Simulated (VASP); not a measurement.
# Ta (I4/mmm) in VASP: further runs, part 2 of 2

VASP 6.6.1.

**5. Single point, PBE (17.92 Å³/atom)**

This run uses another cell than the first one, of 17.92 Å³/atom.

File INCAR:

```
  ALGO = Normal
  EDIFF = 1E-6
  ENCUT = 520
  GGA = PE
  ISIF = 2
  ISMEAR = 0
  LASPH = T
  LCHARG = F
  LREAL = F
  LWAVE = F
  NBANDS = 12
  NELM = 100
  PREC = Accurate
  SIGMA = 0.15
```

File KPOINTS:

```
k-points
0
Gamma
  20 20 20
```

File POSCAR:

```
Ta
1.0
   -1.5220875550      1.5220875550      1.9332034035
    1.5220875550     -1.5220875550      1.9332034035
    1.5220875550      1.5220875550     -1.9332034035
Ta
1
Direct
    0.0000000000      0.0000000000      0.0000000000
```

Potentials or basis: VASP PAW PBE potentials, release 64 (Ta_pv).

Command:

```sh
$ cat potpaw_PBE.64/Ta_pv/POTCAR > POTCAR
$ mpirun -np 1 vasp_std > vasp.out
```

OUTCAR:

```text
EDIFF = 1E-6
   ENCUT = 520
   GGA = PE
   ISIF = 2
   ISMEAR = 0
   LASPH = T
   LREAL = F
   NELM = 100
   PREC = Accurate

 ion  position               nearest neighbor table
   1  0.000  0.000  0.000-

  LATTYP: Found a body centered tetragonal cell.
 ALAT       =     3.0441751100
 C/A-ratio  =     1.2700999999

  Lattice vectors:

 A1 = (  -1.5220875550,   1.5220875550,   1.9332034035)
 A2 = (   1.5220875550,  -1.5220875550,   1.9332034035)
 A3 = (   1.5220875550,   1.5220875550,  -1.9332034035)

Analysis of symmetry for initial positions (statically):
=====================================================================
 Subroutine PRICEL returns:
 Original cell was already a primitive cell.

 Routine SETGRP: Setting up the symmetry group for a
 body centered tetragonal supercell.

 Subroutine GETGRP returns: Found 16 space group operations
 (whereof 16 operations were pure point group operations)
 out of a pool of 16 trial point group operations.

The static configuration has the point symmetry D_4h.

Analysis of symmetry for dynamics (positions and initial velocities):
[... 170 lines left out ...]
      4      -2.4084      2.00000
      5       5.9959      0.08619
      6       5.9959      0.08619
      7       7.3460      0.00000
      8       8.4984      0.00000
      9      10.3015      0.00000
     10      18.6995      0.00000
     11      20.2311      0.00000
     12      22.4951      0.00000
[... 331 lines left out ...]
 k-point    24 :      -0.3500    0.0500    0.0000
  band No.  band energies     occupation
      1     -28.4248      2.00000
      2     -27.7027      2.00000
      3     -27.5974      2.00000
      4       0.7368      2.00000
      5       5.2906      2.00000
      6       5.6891      1.76067
      7       7.3603      0.00000
      8      10.3061      0.00000
      9      10.8189      0.00000
     10      17.9894      0.00000
     11      20.2255      0.00000
     12      21.1033      0.00000

 [... further k-points ...]

------------------------ aborting loop because EDIFF is reached ----------------------------------------

  FORCE on cell =-STRESS in cart. coord.  units (eV):
  Direction    XX          YY          ZZ          XY          YZ          ZX
  --------------------------------------------------------------------------------------
  -------------------------------------------------------------------------------------
  Total        1.5350025      1.5350025     -0.2083084      0.0000000      0.0000000      0.0000000
  in kB      137.2786074    137.2786074    -18.6294712      0.0000000      0.0000000      0.0000000
  external PRESSURE =      85.3092478 kB  Pullay stress =       0.0000000 kB

 VOLUME and BASIS-vectors are now :
 -----------------------------------------------------------------------------
  energy-cutoff  :      520.00
  volume of cell :       17.92
      direct lattice vectors                 reciprocal lattice vectors
    -1.522087555  1.522087555  1.933203404     0.000000000  0.328496215  0.258638071
     1.522087555 -1.522087555  1.933203404     0.328496215  0.000000000  0.258638071
     1.522087555  1.522087555 -1.933203404     0.328496215  0.328496215  0.000000000

 POSITION                                       TOTAL-FORCE (eV/Angst)
 -----------------------------------------------------------------------------------
      0.00000      0.00000      0.00000        -0.000000     -0.000000     -0.000000
 -----------------------------------------------------------------------------------
    total drift:                                0.000000      0.000000     -0.000000

  FREE ENERGIE OF THE ION-ELECTRON SYSTEM (eV)
  ---------------------------------------------------
  free  energy   TOTEN  =       -11.6246738556 eV

  energy  without entropy=      -11.6116077270  energy(sigma->0) =      -11.61814079
```

OSZICAR:

```text
N       E                     dE             d eps       ncg     rms          rms(c)
DAV:   1     0.613392579593E+02    0.61339E+02   -0.61006E+03 15432   0.875E+02
DAV:   2    -0.110651733516E+02   -0.72404E+02   -0.70571E+02 17080   0.245E+02
DAV:   3    -0.120799099524E+02   -0.10147E+01   -0.10054E+01 18524   0.274E+01
DAV:   4    -0.120826228156E+02   -0.27129E-02   -0.27125E-02 16992   0.157E+00
DAV:   5    -0.120826316377E+02   -0.88221E-05   -0.88226E-05 18628   0.859E-02    0.134E+01
DAV:   6    -0.117355150696E+02    0.34712E+00   -0.28267E-01 18360   0.571E+00    0.660E+00
DAV:   7    -0.116257691706E+02    0.10975E+00   -0.27699E-01 18068   0.519E+00    0.358E-01
DAV:   8    -0.116247137583E+02    0.10554E-02   -0.80533E-03 16840   0.737E-01    0.148E-01
DAV:   9    -0.116246804008E+02    0.33357E-04   -0.12991E-04 18124   0.124E-01    0.270E-02
DAV:  10    -0.116246740156E+02    0.63853E-05   -0.53499E-06 17248   0.246E-02    0.413E-03
DAV:  11    -0.116246738556E+02    0.16002E-06   -0.22900E-07  9520   0.524E-03
   1 F= -.11624674E+02 E0= -.11618141E+02  d E =-.130661E-01
```

Wall time 74 s (1 thread of Intel Xeon 8259CL, shared host); peak memory 0.25 GiB.

What came out:

- Free energy: -11.6247 eV
- Pressure: 8.5 GPa
- Band gap on the k mesh: zero (an odd number of electrons rules out a gap without spin polarisation)

Caveat: the cell stands under pressure; spin-orbit coupling is left out, which moves the levels of the heavy elements.

**6. Summary**

```tsv
cell	gap on the mesh (eV)	pressure (GPa)
a = 2.857 Å, angles 114.7, 114.7, 99.5°, 1 atom	none	11.5
a = 2.864 Å, angles 106.4, 106.4, 115.8°, 1 atom	none	5.6
a = 3.015 Å, angles 124.4, 124.4, 82.5°, 1 atom	none	8.5
a = 2.893 Å, angles 116.5, 116.5, 96.1°, 1 atom	none	8.5
```

Alike in all rows: task single point; level PBE; potentials or basis VASP PAW PBE potentials, release 64 (Ta_pv); no spin polarisation; k mesh 20 × 20 × 20; cutoff (eV) 520; smearing gaussian 0.15 eV.

Caveats: the cell stands under pressure; spin-orbit coupling is left out, which moves the levels of the heavy elements.

Total energies depend on the potentials used, so only differences within one code and one set of settings carry meaning.
